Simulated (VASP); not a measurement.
A run of VASP 6.6.1:

Contents of INCAR:

```
SYSTEM = Ir
  ALGO = Normal
  EDIFF = 1E-7
  EDIFFG = -0.05
  ENCUT = 600
  GGA = PE
  IBRION = 2
  ISIF = 3
  ISMEAR = 0
  LASPH = .TRUE.
  LCHARG = .FALSE.
  LREAL = .FALSE.
  LWAVE = .FALSE.
  NELM = 100
  NSW = 100
  PREC = Accurate
  SIGMA = 0.1
```

File KPOINTS:

```
k-points
0
G
  8 8 8
  0 0 0
```

Contents of POSCAR:

```
Ir
1.0
    0.0000000000      1.9156000000      1.9156000000
    1.9156000000      0.0000000000      1.9156000000
    1.9156000000      1.9156000000      0.0000000000
Ir
1
Direct
    0.0000000000      0.0000000000      0.0000000000
```

Potentials or basis: VASP PAW PBE potentials, release 64 (Ir).

Command:

```console
$ cat potpaw_PBE.64/Ir/POTCAR > POTCAR
$ mpirun -np 1 vasp_std > vasp.out
```

Hardware: 1 thread of Intel(R) Xeon(R) 6975P-C (Granite Rapids), with other jobs on the host.

**Question.** Estimate the wall time of this run.

**Answer.** It took 6.8 s on 1 thread of Intel(R) Xeon(R) 6975P-C (Granite Rapids), on a shared host, peak memory 0.15 GiB. Counts: scf iterations 31, k points 29, ion steps 4.
